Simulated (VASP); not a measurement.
# Ti (P6_3/mmc) in VASP: a series of runs

Runs on Ti. Level: LDA. Tasks: single point.

Everything below comes from runs of VASP 6.6.1. Logs are shortened: lines on timing, memory, paths and dates and some standing lists are left out, and cuts for length are marked.

## Step 1: The cell of the first run

The structure is hexagonal, space group P6_3/mmc (No. 194). Conventional cell: a = 2.867 Å, b = 2.867 Å, c = 4.520 Å, α = 90.00°, β = 90.00°, γ = 120.00°. Ti (site symmetry -6m2) has 12 Ti at 2.80 to 2.87 Å within 3.7 Å.

## Step 2: Single point, LDA

INCAR reads:

```
PREC = Accurate
ENCUT = 520
EDIFF = 1E-6
ISMEAR = 0
SIGMA = 0.1
LREAL = False
LASPH = True
NELM = 60
ALGO = Normal
ISIF = 2
LWAVE = False
LCHARG = False
NBANDS = 19
```

KPOINTS reads:

```
regular mesh
0
Gamma
  9 9 4
```

POSCAR reads:

```
Ti
1.0
    2.8670386266      0.0000000000      0.0000000000
   -1.4335193133      2.4829282842      0.0000000000
    0.0000000000      0.0000000000      4.5198682157
Ti
2
Direct
    0.3333333333      0.6666666667      0.2500000000
    0.6666666667      0.3333333333      0.7500000000
```

Potentials or basis: VASP PAW LDA potentials, release 64 (Ti_sv).

Run with:

```bash
cat potpaw_LDA.64/Ti_sv/POTCAR > POTCAR
mpirun -np 1 vasp_std > vasp.out
```

OUTCAR:

```text
PREC = Accurate
   ENCUT = 520
   EDIFF = 1E-6
   ISMEAR = 0
   LREAL = False
   LASPH = True
   NELM = 60
   ISIF = 2

 ion  position               nearest neighbor table
   1  0.333  0.667  0.250-   2 2.80   2 2.80   2 2.80   2 2.80   2 2.80   2 2.80
   2  0.667  0.333  0.750-   1 2.80   1 2.80   1 2.80   1 2.80   1 2.80   1 2.80

  LATTYP: Found a hexagonal cell.
 ALAT       =     2.8670386266
 C/A-ratio  =     1.5764936593

  Lattice vectors:

 A1 = (   2.8670386266,   0.0000000000,   0.0000000000)
 A2 = (  -1.4335193133,   2.4829282842,   0.0000000000)
 A3 = (   0.0000000000,   0.0000000000,   4.5198682157)

Analysis of symmetry for initial positions (statically):
=====================================================================
 Subroutine PRICEL returns:
 Original cell was already a primitive cell.

 Routine SETGRP: Setting up the symmetry group for a
 hexagonal supercell.

 Subroutine GETGRP returns: Found 24 space group operations
 (whereof 12 operations were pure point group operations)
 out of a pool of 24 trial point group operations.

The static configuration has the point symmetry D_3d.
 The point group associated with its full space group is D_6h.

Analysis of symmetry for dynamics (positions and initial velocities):
=====================================================================
 Subroutine PRICEL returns:
 Original cell was already a primitive cell.

 Routine SETGRP: Setting up the symmetry group for a
 hexagonal supercell.

 Subroutine GETGRP returns: Found 24 space group operations
 (whereof 12 operations were pure point group operations)
 out of a pool of 24 trial point group operations.

The dynamic configuration has the point symmetry D_3d.
 The point group associated with its full space group is D_6h.

 Subroutine INISYM returns: Found 24 space group operations
 (whereof 12 operations are pure point group operations),
 and found     1 'primitive' translations

----------------------------------------------------------------------------------------

                                     Primitive cell

  volume of cell :      32.1754

  direct lattice vectors                    reciprocal lattice vectors
     2.867038627  0.000000000  0.000000000     0.348791952  0.201375128  0.000000000
    -1.433519313  2.482928284  0.000000000     0.000000000  0.402750255  0.000000000
     0.000000000  0.000000000  4.519868216     0.000000000  0.000000000  0.221245389

  length of vectors
     2.867038627  2.867038627  4.519868216     0.402750255  0.402750255  0.221245389

  position of ions in fractional coordinates (direct lattice)
     0.333333333  0.666666667  0.250000000
     0.666666667  0.333333333  0.750000000

  ion indices of the primitive-cell ions
   primitive index   ion index
                 1           1
                 2           2

----------------------------------------------------------------------------------------

 KPOINTS: regular mesh

Automatic generation of k-mesh.
 Grid dimensions read from file:
 generate k-points for:    9    9    4

 Generating k-lattice:

  Cartesian coordinates                     Fractional coordinates (reciprocal lattice)
     0.038754661  0.022375014  0.000000000     0.111111111 -0.000000000  0.000000000
     0.000000000  0.044750028  0.000000000     0.000000000  0.111111111  0.000000000
     0.000000000  0.000000000  0.055311347     0.000000000  0.000000000  0.250000000

  Length of vectors
     0.044750028  0.044750028  0.055311347

  Shift w.r.t. Gamma in fractional coordinates (k-lattice)
     0.000000000  0.000000000  0.000000000

 Subroutine IBZKPT returns following result:
 ===========================================

 Found     36 irreducible k-points:

 Following reciprocal coordinates:
            Coordinates               Weight
  0.000000  0.000000  0.000000      1.000000
  0.111111 -0.000000  0.000000      6.000000
  0.222222 -0.000000  0.000000      6.000000
  0.333333  0.000000  0.000000      6.000000
  0.444444 -0.000000  0.000000      6.000000
  0.111111  0.111111  0.000000      6.000000
[... 16 lines left out ...]
  0.333333  0.222222  0.250000     24.000000
  0.333333  0.333333  0.250000      4.000000
 [... further k-points ...]
   k-points           NKPTS =     36   k-points in BZ     NKDIM =     36   number of bands    NBANDS=     19
   number of dos      NEDOS =    301   number of ions     NIONS =      2
   total plane-waves  NPLWV =  20736
   dimension x,y,z NGX =    24 NGY =   24 NGZ =   36
   dimension x,y,z NGXF=    48 NGYF=   48 NGZF=   72
   ions per type =               2
   NGX,Y,Z   is equivalent  to a cutoff of  13.92, 13.92, 13.24 a.u.
   NGXF,Y,Z  is equivalent  to a cutoff of  27.83, 27.83, 26.48 a.u.
 SYSTEM =  unknown system
   PREC   = accura    normal or accurate (medium, high low for compatibility)
   ISTART =      0    job   : 0-new  1-cont  2-samecut
   ICHARG =      2    charge: 1-file 2-atom 10-const
   ISPIN  =      1    spin polarized calculation?
   LNONCOLLINEAR =      F non collinear calculations
   LSORBIT =      F    spin-orbit coupling
   LASPH  =      T    aspherical Exc in radial PAW
   ENCUT  =  520.0 eV  38.22 Ry    6.18 a.u.   5.33  5.33  8.40*2*pi/ulx,y,z
   NELM   =     60;   NELMIN=  2; NELMDL= -5     # of ELM steps
   EDIFF  = 0.1E-05   stopping-criterion for ELM
   LREAL  =      F    real-space projection
   EDIFFG = 0.1E-04   stopping-criterion for IOM
   NSW    =      0    number of steps for IOM
   IBRION =     -1    ionic relax: 0-MD 1-quasi-New 2-CG
   NFREE  =      0    steps in history (QN), initial steepest desc. (CG)
   ISIF   =      2    stress and relaxation
   ISYM   =      2    0-nonsym 1-usesym 2-fastsym
   POTIM  = 0.5000    time-step for ionic-motion
   TEBEG  =    0.0;   TEEND  =   0.0 temperature during run
   PSTRESS=    0.0 pullay stress
   NELECT =      24.0000    total number of electrons
   NUPDOWN=      -1.0000    fix difference up-down
   EMIN   =  10.00;   EMAX   =-10.00  energy-range for DOS
   EFERMI =   0.00;   METHOD = LEGACY
   ISMEAR =     0;   SIGMA  =   0.10  broadening in eV -4-tet -1-fermi 0-gaus
   EFERMI_NEDOS =   21; number of points for ismear=-14 and -15
   IALGO  =     38    algorithm
   IMIX   =      4    mixing-type and parameters
     AMIX     =   0.40;   BMIX     =  1.00
     AMIX_MAG =   1.60;   BMIX_MAG =  1.00
  volume/ion in A,a.u.               =      16.09       108.57
  Fermi-wavevector in a.u.,A,eV,Ry     =   1.484696  2.805668 29.991607  2.204321
  Thomas-Fermi vector in A             =   2.598200
   LORBIT       =      0    0 simple, 1 ext, 2 COOP (PROOUT), +10 PAW based schemes
   GGA     = CA    functional components
   LHFCALC =     F    Hartree Fock is set to
   AEXX    =    0.0000 exact exchange contribution
   IVDW    =     0    specifies the selected vdW correction
   LEPSILON=     F    determine dielectric tensor
   LRPA    =     F    only Hartree local field effects (RPA)
 non-spin polarized calculation
 Gauss-broadening in eV      SIGMA  =   0.10
  energy-cutoff  :      520.00
  volume of cell :       32.18
 maximum number of plane-waves:       888
 NGX is ok and might be reduce to    24
   NGX = 11   NGY = 11   NGZ = 17

 number of electron      24.0000002 magnetization

 Free energy of the ion-electron system (eV)
  ---------------------------------------------------
  ext. energy  EPLUGINS =         0.00000000
  ---------------------------------------------------
  free energy    TOTEN  =       -17.11541331 eV

  energy without entropy =      -17.10680223  energy(sigma->0) =      -17.11110777

 E-fermi :   8.8918     XC(G=0): -12.1568

 val. band max:        8.8853109635   @ k =   0.2222   0.2222   0.5000
 cond. band min:       8.9653327933   @ k =   0.3333   0.3333   0.2500
 fundamental gap:      0.0800218298
 Fermi energy:         8.8917585495

 k-point     1 :       0.0000    0.0000    0.0000
  band No.  band energies     occupation
      1     -47.1316      2.00000
      2     -46.9319      2.00000
      3     -24.2092      2.00000
      4     -23.3775      2.00000
      5     -23.3775      2.00000
      6     -23.2675      2.00000
[... 11 lines left out ...]
     18      10.6097      0.00000
     19      12.3437      0.00000

 k-point     2 :       0.1111   -0.0000    0.0000
  band No.  band energies     occupation
      1     -47.1146      2.00000
      2     -46.9255      2.00000
      3     -24.1738      2.00000
      4     -23.4490      2.00000
      5     -23.4013      2.00000
      6     -23.3179      2.00000
[... 11 lines left out ...]
     18      10.4993      0.00000
     19      12.4531      0.00000

 k-point     3 :       0.2222   -0.0000    0.0000
  band No.  band energies     occupation
      1     -47.0697      2.00000
      2     -46.9108      2.00000
      3     -24.0764      2.00000
      4     -23.6321      2.00000
      5     -23.4981      2.00000
      6     -23.4585      2.00000
[... 11 lines left out ...]
     18      11.1469      0.00000
     19      12.6401      0.00000

 k-point     4 :       0.3333    0.0000    0.0000
  band No.  band energies     occupation
      1     -47.0135      2.00000
      2     -46.8986      2.00000
      3     -23.9430      2.00000
      4     -23.8422      2.00000
      5     -23.6922      2.00000
      6     -23.5202      2.00000
[... 11 lines left out ...]
     18      11.9960      0.00000
     19      12.7706      0.00000

 k-point     5 :       0.4444   -0.0000    0.0000
  band No.  band energies     occupation
      1     -46.9700      2.00000
      2     -46.8973      2.00000
      3     -23.9796      2.00000
      4     -23.8242      2.00000
      5     -23.8140      2.00000
      6     -23.5590      2.00000
[... 11 lines left out ...]
     18      12.8285      0.00000
     19      13.2145      0.00000
[... 334 lines left out ...]
      2     -46.9075      2.00000
      3     -24.0563      2.00000
      4     -23.9293      2.00000
      5     -23.6704      2.00000
      6     -23.5381      2.00000
[... 11 lines left out ...]
     18      12.7765      0.00000
     19      13.6013      0.00000

 k-point    22 :       0.2222    0.2222    0.2500
  band No.  band energies     occupation
      1     -46.9727      2.00000
      2     -46.9094      2.00000
      3     -23.9691      2.00000
      4     -23.8689      2.00000
      5     -23.6192      2.00000
      6     -23.6156      2.00000
[... 11 lines left out ...]
     18      12.6202      0.00000
     19      13.2866      0.00000

 k-point    23 :       0.3333    0.2222    0.2500
  band No.  band energies     occupation
      1     -46.9397      2.00000
      2     -46.9078      2.00000
      3     -23.9767      2.00000
      4     -23.9001      2.00000
      5     -23.7318      2.00000
      6     -23.5784      2.00000
[... 11 lines left out ...]
     18      12.7470      0.00000
     19      14.4396      0.00000

 k-point    24 :       0.3333    0.3333    0.2500
  band No.  band energies     occupation
      1     -46.9178      2.00000
      2     -46.9178      2.00000
      3     -23.8914      2.00000
      4     -23.8914      2.00000
      5     -23.8389      2.00000
      6     -23.6196      2.00000
[... 11 lines left out ...]
     18      12.3409      0.00000
     19      16.0830      0.00000

 [... further k-points ...]

------------------------ aborting loop because EDIFF is reached ----------------------------------------

  FORCE on cell =-STRESS in cart. coord.  units (eV):
  Direction    XX          YY          ZZ          XY          YZ          ZX
  --------------------------------------------------------------------------------------
  -------------------------------------------------------------------------------------
  Total        0.0023680      0.0023680     -0.0011278     -0.0000000      0.0000000      0.0000000
  in kB        0.1179150      0.1179150     -0.0561607     -0.0000000      0.0000000      0.0000000
  external PRESSURE =       0.0598897 kB  Pullay stress =       0.0000000 kB

 VOLUME and BASIS-vectors are now :
 -----------------------------------------------------------------------------
  energy-cutoff  :      520.00
  volume of cell :       32.18
      direct lattice vectors                 reciprocal lattice vectors
     2.867038627  0.000000000  0.000000000     0.348791952  0.201375128  0.000000000
    -1.433519313  2.482928284  0.000000000     0.000000000  0.402750255  0.000000000
     0.000000000  0.000000000  4.519868216     0.000000000  0.000000000  0.221245389

 POSITION                                       TOTAL-FORCE (eV/Angst)
 -----------------------------------------------------------------------------------
     -0.00000      1.65529      1.12997         0.000000     -0.000000      0.000000
      1.43352      0.82764      3.38990        -0.000000      0.000000      0.000000
 -----------------------------------------------------------------------------------
    total drift:                               -0.000000      0.000000     -0.000000

  FREE ENERGIE OF THE ION-ELECTRON SYSTEM (eV)
  ---------------------------------------------------
  free  energy   TOTEN  =       -17.1154133106 eV

  energy  without entropy=      -17.1068022265  energy(sigma->0) =      -17.11110777
```

Run time: 19 s. Hardware: 1 thread of AMD EPYC 7R13 (Zen 3), shared host; peak memory 0.11 GiB.

Results:

| Property | Result |
| --- | --- |
| Free energy | -17.1154 eV |
| Pressure | 0.0 GPa |
| Band gap on the k mesh | zero (band 12 reaches 9.70 eV, above the bottom of band 13 at 8.78 eV) |

Levels at points of the mesh, in eV from the Fermi level:
```tsv
k point	band 8	band 9	band 10	band 11	band 12	band 13	band 14	band 15	band 16	band 17
(0.00, 0.00, 0.00)	-32.14	-6.26	-2.84	0.80	0.80	0.99	1.19	1.37	1.37	1.72
(0.00, 0.00, 0.50)	-32.20	-4.29	-4.29	0.14	0.14	0.69	0.69	0.69	0.69	3.07
```

## Step 3: Single point, LDA

This run uses another cell than the first one, of 17.32 Å³/atom, 1.077 times its volume.

INCAR reads:

```
SYSTEM = Ti
ALGO     = Normal         ! electronic algorithm
EDIFF    = 1E-7           ! SCF threshold, eV
ENCUT    = 520            ! plane-wave cutoff, eV
GGA      = CA             ! functional
ISIF     = 2              ! what is computed and relaxed
ISMEAR   = 0              ! smearing method
LASPH    = .True.         ! aspherical terms in the spheres
LCHARG   = .False.        ! write CHGCAR
LREAL    = .False.        ! projectors in reciprocal space
LWAVE    = .False.        ! write WAVECAR
NBANDS   = 19             ! bands
NELM     = 60             ! most SCF steps
PREC     = Accurate       ! precision mode
SIGMA    = 0.1            ! smearing width, eV
```

KPOINTS reads:

```
k-points
0
Gamma
  9 9 4
  0 0 0
```

POSCAR reads:

```
Ti
1.0
    2.9357319200      0.0000000000      0.0000000000
   -1.4678659600      2.5424184200      0.0000000000
    0.0000000000      0.0000000000      4.6408561500
Ti
2
Direct
    0.3333333300      0.6666666700      0.2500000000
    0.6666666700      0.3333333300      0.7500000000
```

Potentials or basis: VASP PAW LDA potentials, release 64 (Ti_sv).

Run with:

```bash
cat potpaw_LDA.64/Ti_sv/POTCAR > POTCAR
mpirun -np 1 vasp_std > vasp.out
```

Run time: 26 s. Hardware: 1 thread of AMD EPYC 7R13 (Zen 3), shared host; peak memory 0.11 GiB.

The run converged. Its results:

```
Free energy            : -17.0482 eV
Pressure               : -8.3 GPa
Band gap on the k mesh : zero (band 12 reaches 8.86 eV, above the bottom of band 13 at 7.94 eV)
```

Stress tensor (GPa, compression positive):
```
-8.04  0.00  0.00
 0.00 -8.04  0.00
 0.00  0.00 -8.80
```

Levels at points of the mesh, in eV from the Fermi level:
| k point | band 9 | band 10 | band 11 | band 12 | band 13 | band 14 | band 15 | band 16 |
| --- | --- | --- | --- | --- | --- | --- | --- | --- |
| (0.00, 0.00, 0.00) | -6.10 | -2.65 | 0.78 | 0.78 | 0.91 | 0.94 | 1.28 | 1.28 |
| (0.00, 0.00, 0.50) | -4.23 | -4.23 | 0.13 | 0.13 | 0.67 | 0.67 | 0.67 | 0.67 |
